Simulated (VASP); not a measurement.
# SnO (P4/nmm) in VASP: a series of runs, part 3 of 3

VASP 6.6.1. The steps go on from the part before.

### Step 6. Single point, PBE

This run uses another cell than the first one, of 13.98 Å³/atom, 0.771 times its volume.

INCAR

```
ALGO = Normal
EDIFF = 1E-6
ENCUT = 910
GGA = PE
GGA_COMPAT = False
ISIF = 2
ISMEAR = -1
LASPH = True
LCHARG = False
LREAL = False
LWAVE = False
NBANDS = 28
NELM = 120
PREC = Accurate
SIGMA = 0.05
```

KPOINTS

```
k-points
0
Gamma
  7 7 6
```

POSCAR

```
SnO
1.0
    3.6560258358      0.0000000000      0.0000000000
    0.0000000000      3.6560258358      0.0000000000
    0.0000000000      0.0000000000      4.1823899664
Sn O
2 2
Direct
    0.5000000000      0.0000000000      0.7201949756
    0.0000000000      0.5000000000      0.2798050244
    0.0000000000      0.0000000000      0.0000000000
    0.5000000000      0.5000000000      0.0000000000
```

Potentials or basis: VASP PAW PBE potentials, release 64 (Sn_d, O_h).

Started as:

```console
cat potpaw_PBE.64/Sn_d/POTCAR potpaw_PBE.64/O_h/POTCAR > POTCAR
mpirun -np 1 vasp_std > vasp.out
```

OUTCAR:

```text
EDIFF = 1E-6
   ENCUT = 910
   GGA = PE
   ISIF = 2
   ISMEAR = -1
   LASPH = True
   LREAL = False
   NELM = 120
   PREC = Accurate

 ion  position               nearest neighbor table
   1  0.500  0.000  0.720-   3 2.17   4 2.17   4 2.17   3 2.17   2 3.17   2 3.17   2 3.17   2 3.17
                             2 3.49   2 3.49   2 3.49   2 3.49
   2  0.000  0.500  0.280-   3 2.17   4 2.17   3 2.17   4 2.17   1 3.17   1 3.17   1 3.17   1 3.17
                             1 3.49   1 3.49   1 3.49   1 3.49
   3  0.000  0.000  0.000-   1 2.17   2 2.17   2 2.17   1 2.17
   4  0.500  0.500  0.000-   1 2.17   2 2.17   1 2.17   2 2.17

  LATTYP: Found a simple tetragonal cell.
 ALAT       =     3.6560258358
 C/A-ratio  =     1.1439716660

  Lattice vectors:

 A1 = (   3.6560258358,   0.0000000000,   0.0000000000)
 A2 = (   0.0000000000,   3.6560258358,   0.0000000000)
 A3 = (   0.0000000000,   0.0000000000,   4.1823899664)

Analysis of symmetry for initial positions (statically):
=====================================================================
 Subroutine PRICEL returns:
 Original cell was already a primitive cell.

 Routine SETGRP: Setting up the symmetry group for a
 simple tetragonal supercell.

 Subroutine GETGRP returns: Found 16 space group operations
 (whereof  8 operations were pure point group operations)
 out of a pool of 16 trial point group operations.

The static configuration has the point symmetry D_2d.
 The point group associated with its full space group is D_4h.

Analysis of symmetry for dynamics (positions and initial velocities):
=====================================================================
 Subroutine PRICEL returns:
 Original cell was already a primitive cell.

 Routine SETGRP: Setting up the symmetry group for a
 simple tetragonal supercell.

 Subroutine GETGRP returns: Found 16 space group operations
 (whereof  8 operations were pure point group operations)
 out of a pool of 16 trial point group operations.

The dynamic configuration has the point symmetry D_2d.
 The point group associated with its full space group is D_4h.

 Subroutine INISYM returns: Found 16 space group operations
 (whereof  8 operations are pure point group operations),
 and found     1 'primitive' translations

----------------------------------------------------------------------------------------

                                     Primitive cell

  volume of cell :      55.9040

  direct lattice vectors                    reciprocal lattice vectors
     3.656025836  0.000000000  0.000000000     0.273521043  0.000000000  0.000000000
     0.000000000  3.656025836  0.000000000     0.000000000  0.273521043  0.000000000
     0.000000000  0.000000000  4.182389966     0.000000000  0.000000000  0.239097743

  length of vectors
     3.656025836  3.656025836  4.182389966     0.273521043  0.273521043  0.239097743

  position of ions in fractional coordinates (direct lattice)
     0.500000000  0.000000000  0.720194976
     0.000000000  0.500000000  0.279805024
     0.000000000  0.000000000  0.000000000
     0.500000000  0.500000000  0.000000000

  ion indices of the primitive-cell ions
   primitive index   ion index
                 1           1
                 2           2
                 3           3
                 4           4

----------------------------------------------------------------------------------------

 KPOINTS: k-points

Automatic generation of k-mesh.
 Grid dimensions read from file:
 generate k-points for:    7    7    6

 Generating k-lattice:

  Cartesian coordinates                     Fractional coordinates (reciprocal lattice)
     0.039074435  0.000000000  0.000000000     0.142857143  0.000000000  0.000000000
     0.000000000  0.039074435  0.000000000     0.000000000  0.142857143  0.000000000
     0.000000000  0.000000000  0.039849624     0.000000000  0.000000000  0.166666667

  Length of vectors
     0.039074435  0.039074435  0.039849624

  Shift w.r.t. Gamma in fractional coordinates (k-lattice)
     0.000000000  0.000000000  0.000000000

 Subroutine IBZKPT returns following result:
 ===========================================

 Found     40 irreducible k-points:

 Following reciprocal coordinates:
            Coordinates               Weight
  0.000000  0.000000  0.000000      1.000000
  0.142857  0.000000  0.000000      4.000000
  0.285714  0.000000  0.000000      4.000000
  0.428571  0.000000  0.000000      4.000000
  0.142857  0.142857  0.000000      4.000000
  0.285714  0.142857  0.000000      8.000000
[... 16 lines left out ...]
  0.285714  0.000000  0.333333      8.000000
  0.428571  0.000000  0.333333      8.000000
 [... further k-points ...]
   k-points           NKPTS =     40   k-points in BZ     NKDIM =     40   number of bands    NBANDS=     28
   number of dos      NEDOS =    301   number of ions     NIONS =      4
   total plane-waves  NPLWV =  54432
   dimension x,y,z NGX =    36 NGY =   36 NGZ =   42
   dimension x,y,z NGXF=    72 NGYF=   72 NGZF=   84
   ions per type =               2   2
   NGX,Y,Z   is equivalent  to a cutoff of  16.37, 16.37, 16.69 a.u.
   NGXF,Y,Z  is equivalent  to a cutoff of  32.74, 32.74, 33.39 a.u.
 SYSTEM =  unknown system
   PREC   = accura    normal or accurate (medium, high low for compatibility)
   ISTART =      0    job   : 0-new  1-cont  2-samecut
   ICHARG =      2    charge: 1-file 2-atom 10-const
   ISPIN  =      1    spin polarized calculation?
   LNONCOLLINEAR =      F non collinear calculations
   LSORBIT =      F    spin-orbit coupling
   LASPH  =      T    aspherical Exc in radial PAW
   ENCUT  =  910.0 eV  66.88 Ry    8.18 a.u.   8.99  8.99 10.29*2*pi/ulx,y,z
   NELM   =    120;   NELMIN=  2; NELMDL= -5     # of ELM steps
   EDIFF  = 0.1E-05   stopping-criterion for ELM
   LREAL  =      F    real-space projection
   EDIFFG = 0.1E-04   stopping-criterion for IOM
   NSW    =      0    number of steps for IOM
   IBRION =     -1    ionic relax: 0-MD 1-quasi-New 2-CG
   NFREE  =      0    steps in history (QN), initial steepest desc. (CG)
   ISIF   =      2    stress and relaxation
   ISYM   =      2    0-nonsym 1-usesym 2-fastsym
   POTIM  = 0.5000    time-step for ionic-motion
   TEBEG  =    0.0;   TEEND  =   0.0 temperature during run
   PSTRESS=    0.0 pullay stress
   NELECT =      40.0000    total number of electrons
   NUPDOWN=      -1.0000    fix difference up-down
   EMIN   =  10.00;   EMAX   =-10.00  energy-range for DOS
   EFERMI =   0.00;   METHOD = LEGACY
   ISMEAR =    -1;   SIGMA  =   0.05  broadening in eV -4-tet -1-fermi 0-gaus
   EFERMI_NEDOS =   21; number of points for ismear=-14 and -15
   IALGO  =     38    algorithm
   IMIX   =      4    mixing-type and parameters
     AMIX     =   0.40;   BMIX     =  1.00
     AMIX_MAG =   1.60;   BMIX_MAG =  1.00
  volume/ion in A,a.u.               =      13.98        94.31
  Fermi-wavevector in a.u.,A,eV,Ry     =   1.464245  2.767022 29.171082  2.144014
  Thomas-Fermi vector in A             =   2.580244
   LORBIT       =      0    0 simple, 1 ext, 2 COOP (PROOUT), +10 PAW based schemes
   GGA     = PE    functional components
   LHFCALC =     F    Hartree Fock is set to
   AEXX    =    0.0000 exact exchange contribution
   IVDW    =     0    specifies the selected vdW correction
   LEPSILON=     F    determine dielectric tensor
   LRPA    =     F    only Hartree local field effects (RPA)
 non-spin polarized calculation
  energy-cutoff  :      910.00
  volume of cell :       55.90
 maximum number of plane-waves:      3506
 NGX is ok and might be reduce to    36
   NGX = 17   NGY = 17   NGZ = 21

 number of electron      40.0000009 magnetization

 Free energy of the ion-electron system (eV)
  ---------------------------------------------------
  ext. energy  EPLUGINS =         0.00000000
  ---------------------------------------------------
  free energy    TOTEN  =       -21.90390055 eV

  energy without entropy =      -21.89892765  energy(sigma->0) =      -21.90141410

 E-fermi :  10.4524     XC(G=0): -11.5733

 val. band max:       10.4431432343   @ k =   0.4286   0.4286   0.0000
 cond. band min:      10.4778459283   @ k =   0.1429   0.0000   0.1667
 fundamental gap:      0.0347026940
 Fermi energy:        10.4523941055

 k-point     1 :       0.0000    0.0000    0.0000
  band No.  band energies     occupation
      1     -12.0898      2.00000
      2     -11.5430      2.00000
      3     -11.5430      2.00000
      4     -11.4840      2.00000
      5     -11.4671      2.00000
      6     -11.4522      2.00000
[... 20 lines left out ...]
     27      17.5946      0.00000
[... 691 lines left out ...]
      6     -11.4272      2.00000
[... 20 lines left out ...]
     27      20.2957      0.00000
     28      20.8288      0.00000

 [... further k-points ...]
[... 5 lines left out ...]
  --------------------------------------------------------------------------------------
  -------------------------------------------------------------------------------------
  Total        7.0342010      7.0342010      7.0615524      0.0000000      0.0000000      0.0000000
  in kB      201.5961909    201.5961909    202.3800667      0.0000000      0.0000000      0.0000000
  external PRESSURE =     201.8574828 kB  Pullay stress =       0.0000000 kB

 VOLUME and BASIS-vectors are now :
 -----------------------------------------------------------------------------
  energy-cutoff  :      910.00
  volume of cell :       55.90
      direct lattice vectors                 reciprocal lattice vectors
     3.656025836  0.000000000  0.000000000     0.273521043  0.000000000  0.000000000
     0.000000000  3.656025836  0.000000000     0.000000000  0.273521043  0.000000000
     0.000000000  0.000000000  4.182389966     0.000000000  0.000000000  0.239097743

 POSITION                                       TOTAL-FORCE (eV/Angst)
 -----------------------------------------------------------------------------------
      1.82801      0.00000      3.01214         0.000000      0.000000     -0.091008
      0.00000      1.82801      1.17025        -0.000000      0.000000      0.091008
      0.00000      0.00000      0.00000        -0.000000      0.000000     -0.000000
      1.82801      1.82801      0.00000        -0.000000     -0.000000     -0.000000
 -----------------------------------------------------------------------------------
    total drift:                                0.000000      0.000000     -0.000000

  FREE ENERGIE OF THE ION-ELECTRON SYSTEM (eV)
  ---------------------------------------------------
  free  energy   TOTEN  =       -21.9039005514 eV

  energy  without entropy=      -21.8989276475  energy(sigma->0) =      -21.90141410
```

OSZICAR:

```text
N       E                     dE             d eps       ncg     rms          rms(c)
DAV:   1     0.535807860389E+03    0.53581E+03   -0.27271E+04  2308   0.333E+03
DAV:   2     0.812283282062E+02   -0.45458E+03   -0.43649E+03  2296   0.735E+02
DAV:   3    -0.160459015139E+02   -0.97274E+02   -0.93125E+02  2660   0.225E+02
DAV:   4    -0.250685283382E+02   -0.90226E+01   -0.88968E+01  2744   0.660E+01
DAV:   5    -0.253083488571E+02   -0.23982E+00   -0.23946E+00  2532   0.114E+01    0.118E+01
DAV:   6    -0.218607955353E+02    0.34476E+01   -0.12571E+01  3764   0.429E+01    0.476E+00
DAV:   7    -0.219246353237E+02   -0.63840E-01   -0.16745E+00  2336   0.799E+00    0.254E+00
DAV:   8    -0.219127954149E+02    0.11840E-01   -0.26490E-01  3380   0.407E+00    0.807E-01
DAV:   9    -0.219031326842E+02    0.96627E-02   -0.46321E-02  3700   0.267E+00    0.215E-01
DAV:  10    -0.219040381806E+02   -0.90550E-03   -0.59260E-03  3164   0.794E-01    0.105E-01
DAV:  11    -0.219038874332E+02    0.15075E-03   -0.93090E-04  3568   0.344E-01    0.177E-02
DAV:  12    -0.219039073458E+02   -0.19913E-04   -0.20523E-04  2908   0.939E-02    0.245E-02
DAV:  13    -0.219039007469E+02    0.65989E-05   -0.19787E-05  2872   0.403E-02    0.343E-03
DAV:  14    -0.219039005514E+02    0.19542E-06   -0.14650E-06  1804   0.887E-03
   1 F= -.21903901E+02 E0= -.21901414E+02  d E =-.497290E-02
```

It took 54 s on 1 thread of Intel Xeon Platinum 8559C (Emerald Rapids), shared host; peak memory 0.29 GiB.

Results:

```
Free energy            : -21.9039 eV
Pressure               : 20.2 GPa
Largest force          : 0.091 eV/Å
Band gap on the k mesh : zero (band 20 reaches 10.74 eV, above the bottom of band 21 at 9.57 eV)
```

Forces in eV/Å, atoms in the order of the input:
```
Sn   0.000  0.000 -0.091
Sn   0.000  0.000  0.091
O    0.000  0.000  0.000
O    0.000  0.000  0.000
```

Levels at points of the mesh, in eV from the Fermi level:
```tsv
k point	band 18	band 19	band 20	band 21	band 22	band 23
(0.00, 0.00, 0.00)	-3.45	-3.45	0.25	3.44	3.92	3.92
(0.00, 0.00, 0.50)	-3.46	-2.46	-1.35	1.71	1.71	2.09
```

Caveat: the cutoff is under 1.25 times the usual one of these potentials, so pressure, stress and relaxed cells hold a basis-set (Pulay) error; spin-orbit coupling is left out, which moves the levels of the heavy elements.

### Step 7. Overview

| level | potentials or basis | cell | cutoff (eV) | second run | gap on the mesh (eV) | pressure (GPa) | largest force (eV/Å) |
| --- | --- | --- | --- | --- | --- | --- | --- |
| r2SCAN | VASP PAW PBE potentials, release 64 (Sn_d, O) | a = 3.839, b = 3.839, c = 4.919 Å, 4 atoms | 520 | - | 0.59 | -1.8 | 0.27 |
| r2SCAN | VASP PAW PBE potentials, release 64 (Sn_d, O) | a = 3.864, b = 3.864, c = 4.951 Å, 4 atoms | 520 | - | 0.66 | -3.4 | 0.52 |
| r2SCAN | VASP PAW PBE potentials, release 64 (Sn_d, O) | a = 3.888, b = 3.888, c = 4.983 Å, 4 atoms | 520 | - | 0.73 | -4.9 | 0.76 |
| PBE | VASP PAW PBE potentials, release 64 (Sn_d, O_h) | a = 3.595, b = 3.595, c = 4.058 Å, 4 atoms | 910 | hard_potentials | none | 30.3 | 0.10 |
| PBE | VASP PAW PBE potentials, release 64 (Sn_d, O_h) | a = 3.656, b = 3.656, c = 4.182 Å, 4 atoms | 910 | hard_potentials | none | 20.2 | 0.09 |

Alike in all rows: task single point; no spin polarisation; k mesh 7 × 7 × 6; smearing fermi-dirac 0.05 eV.

Caveats: spin-orbit coupling is left out, which moves the levels of the heavy elements; the PAW data sets were made with another functional, which shifts forces and pressure a little (some runs); the cutoff is under 1.25 times the usual one of these potentials, so pressure, stress and relaxed cells hold a basis-set (Pulay) error (some runs).

Absolute energies hang on the potentials; compare differences alone.
